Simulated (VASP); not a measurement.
# Sn3Te (Pm-3m) in VASP: notebook

Sn3Te is run at these levels: PBE, LDA; tasks: single point.

Program: VASP 6.6.1. These are calculated values, not measurements. Logs are shortened: lines on timing, memory, paths and dates and some standing lists are left out, and cuts for length are marked.

## 1. The cell of the first run

The structure is cubic, space group Pm-3m (No. 221). The conventional cell has a = 4.833 Å, b = 4.833 Å, c = 4.833 Å, α = 90.00°, β = 90.00°, γ = 90.00°. Within 4.5 Å of Te (site symmetry m-3m) lie 12 Sn at 3.42 Å. Within 4.5 Å of Sn (site symmetry 4/mmm) lie 4 Te at 3.42 Å and 8 Sn at 3.42 Å.

## 2. Single point, PBE

INCAR

```
SYSTEM = Sn3Te
  PREC = Accurate
  ENCUT = 520
  EDIFF = 1E-6
  ISMEAR = -1
  SIGMA = 0.05
  LREAL = .False.
  LASPH = .True.
  NELM = 60
  ALGO = Normal
  ISIF = 2
  LWAVE = .False.
  LCHARG = .True.
  GGA = PE
  LELF = .True.
  LVHAR = .True.
  NBANDS = 32
```

KPOINTS

```
regular mesh
0
Gamma
  6 6 6
  0 0 0
```

POSCAR

```
Sn3Te
1.0
    4.8329658348      0.0000000000      0.0000000000
    0.0000000000      4.8329658348      0.0000000000
    0.0000000000      0.0000000000      4.8329658348
Te Sn
1 3
Direct
    0.0000000000      0.0000000000      0.0000000000
    0.0000000000      0.5000000000      0.5000000000
    0.5000000000      0.0000000000      0.5000000000
    0.5000000000      0.5000000000      0.0000000000
```

Potentials or basis: VASP PAW PBE potentials, release 64 (Te, Sn_d).

Run with:

```bash
$ cat potpaw_PBE.64/Te/POTCAR potpaw_PBE.64/Sn_d/POTCAR > POTCAR
$ mpirun -np 1 vasp_std > vasp.out
```

OUTCAR:

```text
SYSTEM = Sn3Te
   PREC = Accurate
   ENCUT = 520
   EDIFF = 1E-6
   ISMEAR = -1
   LREAL = .False.
   LASPH = .True.
   NELM = 60
   ISIF = 2
   GGA = PE

 ion  position               nearest neighbor table
   1  0.000  0.000  0.000-   2 3.42   3 3.42   4 3.42   2 3.42   3 3.42   2 3.42   4 3.42   2 3.42
                             3 3.42   4 3.42   3 3.42   4 3.42
   2  0.000  0.500  0.500-   1 3.42   3 3.42   4 3.42   1 3.42   4 3.42   1 3.42   3 3.42   1 3.42
                             3 3.42   4 3.42   4 3.42   3 3.42
   3  0.500  0.000  0.500-   1 3.42   2 3.42   4 3.42   1 3.42   4 3.42   2 3.42   4 3.42   4 3.42
                             1 3.42   2 3.42   1 3.42   2 3.42
   4  0.500  0.500  0.000-   1 3.42   2 3.42   3 3.42   2 3.42   3 3.42   1 3.42   3 3.42   3 3.42
                             1 3.42   2 3.42   2 3.42   1 3.42

  LATTYP: Found a simple cubic cell.
 ALAT       =     4.8329658348

  Lattice vectors:

 A1 = (   4.8329658348,   0.0000000000,   0.0000000000)
 A2 = (   0.0000000000,   4.8329658348,   0.0000000000)
 A3 = (   0.0000000000,   0.0000000000,   4.8329658348)

Analysis of symmetry for initial positions (statically):
=====================================================================
 Subroutine PRICEL returns:
 Original cell was already a primitive cell.

 Routine SETGRP: Setting up the symmetry group for a
 simple cubic supercell.

 Subroutine GETGRP returns: Found 48 space group operations
 (whereof 48 operations were pure point group operations)
 out of a pool of 48 trial point group operations.

The static configuration has the point symmetry O_h .

Analysis of symmetry for dynamics (positions and initial velocities):
=====================================================================
 Subroutine PRICEL returns:
 Original cell was already a primitive cell.

 Routine SETGRP: Setting up the symmetry group for a
 simple cubic supercell.

 Subroutine GETGRP returns: Found 48 space group operations
 (whereof 48 operations were pure point group operations)
 out of a pool of 48 trial point group operations.

The dynamic configuration has the point symmetry O_h .

 Subroutine INISYM returns: Found 48 space group operations
 (whereof 48 operations are pure point group operations),
 and found     1 'primitive' translations

----------------------------------------------------------------------------------------
[... 90 lines left out ...]
   ENCUT  =  520.0 eV  38.22 Ry    6.18 a.u.   8.99  8.99  8.99*2*pi/ulx,y,z
   NELM   =     60;   NELMIN=  2; NELMDL= -5     # of ELM steps
   EDIFF  = 0.1E-05   stopping-criterion for ELM
   LREAL  =      F    real-space projection
   EDIFFG = 0.1E-04   stopping-criterion for IOM
   NSW    =      0    number of steps for IOM
   IBRION =     -1    ionic relax: 0-MD 1-quasi-New 2-CG
   NFREE  =      0    steps in history (QN), initial steepest desc. (CG)
   ISIF   =      2    stress and relaxation
   ISYM   =      2    0-nonsym 1-usesym 2-fastsym
   POTIM  = 0.5000    time-step for ionic-motion
   TEBEG  =    0.0;   TEEND  =   0.0 temperature during run
   PSTRESS=    0.0 pullay stress
   NELECT =      48.0000    total number of electrons
   NUPDOWN=      -1.0000    fix difference up-down
   EMIN   =  10.00;   EMAX   =-10.00  energy-range for DOS
   EFERMI =   0.00;   METHOD = LEGACY
   ISMEAR =    -1;   SIGMA  =   0.05  broadening in eV -4-tet -1-fermi 0-gaus
   EFERMI_NEDOS =   21; number of points for ismear=-14 and -15
   IALGO  =     38    algorithm
   IMIX   =      4    mixing-type and parameters
     AMIX     =   0.40;   BMIX     =  1.00
     AMIX_MAG =   1.60;   BMIX_MAG =  1.00
  volume/ion in A,a.u.               =      28.22       190.45
  Fermi-wavevector in a.u.,A,eV,Ry     =   1.231048  2.326343 20.619333  1.515478
  Thomas-Fermi vector in A             =   2.365872
   LORBIT       =      0    0 simple, 1 ext, 2 COOP (PROOUT), +10 PAW based schemes
   GGA     = PE    functional components
   LHFCALC =     F    Hartree Fock is set to
   AEXX    =    0.0000 exact exchange contribution
   IVDW    =     0    specifies the selected vdW correction
   LEPSILON=     F    determine dielectric tensor
   LRPA    =     F    only Hartree local field effects (RPA)
 non-spin polarized calculation
  energy-cutoff  :      520.00
  volume of cell :      112.89
 maximum number of plane-waves:      3112
 NGX is ok and might be reduce to    36
   NGX = 17   NGY = 17   NGZ = 17

 number of electron      48.0000046 magnetization

 Free energy of the ion-electron system (eV)
  ---------------------------------------------------
  ext. energy  EPLUGINS =         0.00000000
  ---------------------------------------------------
  free energy    TOTEN  =       -14.36421327 eV

  energy without entropy =      -14.33945206  energy(sigma->0) =      -14.35183267

 E-fermi :   7.8672     XC(G=0): -10.1587

 val. band max:        7.8463813962   @ k =   0.1667   0.0000   0.0000
 cond. band min:       7.8924838876   @ k =   0.1667   0.0000   0.0000
 fundamental gap:      0.0461024914
 Fermi energy:         7.8672124932

 k-point     1 :       0.0000    0.0000    0.0000
  band No.  band energies     occupation
      1     -13.7836      2.00000
      2     -13.7836      2.00000
      3     -13.7836      2.00000
      4     -13.7628      2.00000
      5     -13.7628      2.00000
      6     -13.7412      2.00000
[... 689 lines left out ...]
     31      13.4332      0.00000
     32      15.7647      0.00000

------------------------ aborting loop because EDIFF is reached ----------------------------------------

  FORCE on cell =-STRESS in cart. coord.  units (eV):
  Direction    XX          YY          ZZ          XY          YZ          ZX
  --------------------------------------------------------------------------------------
  -------------------------------------------------------------------------------------
  Total        0.8698119      0.8698119      0.8698119      0.0000000     -0.0000000      0.0000000
  in kB       12.3451043     12.3451043     12.3451043      0.0000000     -0.0000000      0.0000000
  external PRESSURE =      12.3451043 kB  Pullay stress =       0.0000000 kB

 VOLUME and BASIS-vectors are now :
 -----------------------------------------------------------------------------
  energy-cutoff  :      520.00
  volume of cell :      112.89
      direct lattice vectors                 reciprocal lattice vectors
     4.832965835  0.000000000  0.000000000     0.206912284  0.000000000  0.000000000
     0.000000000  4.832965835  0.000000000     0.000000000  0.206912284  0.000000000
     0.000000000  0.000000000  4.832965835     0.000000000  0.000000000  0.206912284

 POSITION                                       TOTAL-FORCE (eV/Angst)
 -----------------------------------------------------------------------------------
      0.00000      0.00000      0.00000         0.000000      0.000000      0.000000
      0.00000      2.41648      2.41648         0.000000      0.000000      0.000000
      2.41648      0.00000      2.41648         0.000000      0.000000      0.000000
      2.41648      2.41648      0.00000         0.000000      0.000000      0.000000
 -----------------------------------------------------------------------------------
    total drift:                                0.000000      0.000000      0.000000

  FREE ENERGIE OF THE ION-ELECTRON SYSTEM (eV)
  ---------------------------------------------------
  free  energy   TOTEN  =       -14.3642132670 eV

  energy  without entropy=      -14.3394520639  energy(sigma->0) =      -14.35183267
```

stdout:

```text
POSCAR found type information on POSCAR TeSn
 POSCAR found :  2 types and       4 ions
 scaLAPACK will be used
 LDA part: xc-table for (Slater+PW92), standard interpolation
 POSCAR, INCAR and KPOINTS ok, starting setup
 FFT: planning ... GRIDC
 FFT: planning ... GRID_SOFT
 FFT: planning ... GRID
 WAVECAR not read
 entering main loop
```

Run time: 88 s. Hardware: 1 thread of AMD EPYC 7R43 (Zen 3), shared host; peak memory 0.2 GiB.

What came out:

```yaml
Free_energy: -14.3642 eV
Pressure: 1.2 GPa
Band_gap_on_the_k_mesh: zero (band 24 reaches 10.80 eV, above the bottom of band 25 at 7.49 eV)
```

Caveat: spin-orbit coupling is left out, which moves the levels of the heavy elements.

## 3. Single point, LDA

This run uses another cell than the first one, of 28.80 Å³/atom, 1.020 times its volume.

INCAR

```
SYSTEM = Sn3Te
PREC = Accurate
ENCUT = 520
EDIFF = 1E-6
ISMEAR = -1
SIGMA = 0.05
LREAL = .False.
LASPH = .True.
NELM = 100
ALGO = Fast
ISIF = 2
LWAVE = .False.
LCHARG = .False.
GGA = CA
NBANDS = 32
```

KPOINTS

```
Automatic mesh
0
Gamma
  6 6 6
  0 0 0
```

POSCAR

```
Sn3Te
1.0
    4.8656220000      0.0000000000      0.0000000000
    0.0000000000      4.8656220000      0.0000000000
    0.0000000000      0.0000000000      4.8656220000
Te Sn
1 3
Direct
    0.0000000000      0.0000000000      0.0000000000
    0.0000000000      0.5000000000      0.5000000000
    0.5000000000      0.0000000000      0.5000000000
    0.5000000000      0.5000000000      0.0000000000
```

Potentials or basis: VASP PAW LDA potentials, release 64 (Te, Sn_d).

Run with:

```bash
$ cat potpaw_LDA.64/Te/POTCAR potpaw_LDA.64/Sn_d/POTCAR > POTCAR
$ mpirun -np 1 vasp_std > vasp.out
```

Run time: 1.8 min. Hardware: 1 thread of AMD EPYC 7R43 (Zen 3), shared host; peak memory 0.17 GiB.

The run converged. Its results:

- Free energy: -16.9100 eV
- Pressure: -3.4 GPa
- Band gap on the k mesh: zero (band 24 reaches 10.19 eV, above the bottom of band 25 at 7.06 eV)

Levels at points of the mesh, in eV from the Fermi level:
| k point | band 20 | band 21 | band 22 | band 23 | band 24 | band 25 | band 26 | band 27 | band 28 | band 29 |
| --- | --- | --- | --- | --- | --- | --- | --- | --- | --- | --- |
| (0.00, 0.00, 0.00) | -4.17 | -4.17 | -4.17 | 0.40 | 0.40 | 0.40 | 1.88 | 1.88 | 1.88 | 4.64 |
| (0.50, 0.00, 0.00) | -3.06 | -3.06 | -1.71 | -1.71 | -1.48 | -0.33 | 1.82 | 2.03 | 2.33 | 2.33 |
| (0.50, 0.50, 0.00) | -2.24 | -1.95 | -1.95 | -1.91 | -0.73 | -0.09 | -0.09 | 0.12 | 3.39 | 3.39 |
| (0.50, 0.50, 0.50) | -5.14 | -5.14 | -5.14 | -4.28 | 2.80 | 2.80 | 2.80 | 5.27 | 5.27 | 5.27 |

Caveat: spin-orbit coupling is left out, which moves the levels of the heavy elements.

## 4. Single point, PBE

This run uses another cell than the first one, of 28.80 Å³/atom, 1.020 times its volume.

INCAR

```
SYSTEM = Sn3Te
PREC = Accurate ; ENCUT = 520
EDIFF = 1E-6 ; ISMEAR = -1
SIGMA = 0.05 ; LREAL = .False.
LASPH = .True. ; NELM = 60
ALGO = Fast ; ISIF = 2
LWAVE = .False. ; LCHARG = .False.
GGA = PE ; NBANDS = 32
```

KPOINTS

```
regular mesh
0
Gamma
  6 6 6
  0 0 0
```

POSCAR is that of step 3.

Potentials or basis: VASP PAW PBE potentials, release 64 (Te, Sn_d).

Run with:

```bash
$ cat potpaw_PBE.64/Te/POTCAR potpaw_PBE.64/Sn_d/POTCAR > POTCAR
$ mpirun -np 1 vasp_std > vasp.out
```

Wall time 75 s (1 thread of AMD EPYC 7R43 (Zen 3), shared host); peak memory 0.2 GiB.

Results (log left out):

```
Free energy            : -14.3758 eV
Pressure               : 0.3 GPa
Band gap on the k mesh : zero (band 24 reaches 10.47 eV, above the bottom of band 25 at 7.29 eV)
```

Levels at points of the mesh, in eV from the Fermi level:
```csv
k point,band 22,band 23,band 24,band 25,band 26,band 27
"(0.00, 0.00, 0.00)",-4.20,0.41,0.41,0.41,1.93,1.93
"(0.50, 0.00, 0.00)",-1.72,-1.72,-1.51,-0.34,1.86,2.11
"(0.50, 0.50, 0.00)",-1.93,-1.90,-0.70,-0.09,-0.09,0.11
"(0.50, 0.50, 0.50)",-5.18,-4.32,2.84,2.84,2.84,5.37
```

Caveat: spin-orbit coupling is left out, which moves the levels of the heavy elements.

## 5. Single point, PBE

This run uses another cell than the first one, of 29.37 Å³/atom, 1.041 times its volume.

INCAR

```
SYSTEM = Sn3Te
  ALGO = Normal
  EDIFF = 1E-6
  ENCUT = 520
  GGA = PE
  ISIF = 2
  ISMEAR = -1
  LASPH = .TRUE.
  LCHARG = .FALSE.
  LREAL = .FALSE.
  LWAVE = .FALSE.
  NBANDS = 32
  NELM = 100
  PREC = Accurate
  SIGMA = 0.05
```

KPOINTS

```
k-points
0
G
  6 6 6
  0 0 0
```

POSCAR

```
Sn3Te
1.0
    4.8978456013      0.0000000000      0.0000000000
    0.0000000000      4.8978456013      0.0000000000
    0.0000000000      0.0000000000      4.8978456013
Te Sn
1 3
Direct
    0.0000000000      0.0000000000      0.0000000000
    0.0000000000      0.5000000000      0.5000000000
    0.5000000000      0.0000000000      0.5000000000
    0.5000000000      0.5000000000      0.0000000000
```

Run with:

```bash
$ cat potpaw_PBE.64/Te/POTCAR potpaw_PBE.64/Sn_d/POTCAR > POTCAR
$ mpirun -np 1 vasp_std > vasp.out
```

It took 62 s on 1 thread of AMD EPYC 7R43 (Zen 3), shared host; peak memory 0.2 GiB.

Results (log left out):

| Property | Result |
| --- | --- |
| Free energy | -14.3744 eV |
| Pressure | -0.6 GPa |
| Band gap on the k mesh | zero (band 24 reaches 10.16 eV, above the bottom of band 25 at 7.10 eV) |

Levels at points of the mesh, in eV from the Fermi level:
```
           k point  band 20  band 21  band 22  band 23  band 24  band 25  band 26  band 27  band 28  band 29
(0.00, 0.00, 0.00)    -4.11    -4.11    -4.11     0.39     0.39     0.39     1.90     1.90     1.90     4.52
(0.50, 0.00, 0.00)    -3.04    -3.04    -1.68    -1.68    -1.49    -0.30     1.78     2.00     2.31     2.31
(0.50, 0.50, 0.00)    -2.24    -1.94    -1.94    -1.88    -0.73    -0.07    -0.07     0.11     3.35     3.35
(0.50, 0.50, 0.50)    -5.07    -5.07    -5.07    -4.23     2.75     2.75     2.75     5.25     5.25     5.25
```

Caveat: spin-orbit coupling is left out, which moves the levels of the heavy elements.

## 6. The runs side by side

| level | potentials or basis | cell | gap on the mesh (eV) | pressure (GPa) |
| --- | --- | --- | --- | --- |
| PBE | VASP PAW PBE potentials, release 64 (Te, Sn_d) | a = 4.833 Å, 4 atoms | none | 1.2 |
| LDA | VASP PAW LDA potentials, release 64 (Te, Sn_d) | a = 4.866 Å, 4 atoms | none | -3.4 |
| PBE | VASP PAW PBE potentials, release 64 (Te, Sn_d) | a = 4.866 Å, 4 atoms | none | 0.3 |
| PBE | VASP PAW PBE potentials, release 64 (Te, Sn_d) | a = 4.898 Å, 4 atoms | none | -0.6 |

Alike in all rows: task single point; no spin polarisation; k mesh 6 × 6 × 6; cutoff (eV) 520; smearing fermi-dirac 0.05 eV.

Caveats: spin-orbit coupling is left out, which moves the levels of the heavy elements.

Absolute energies hang on the potentials; compare differences alone.
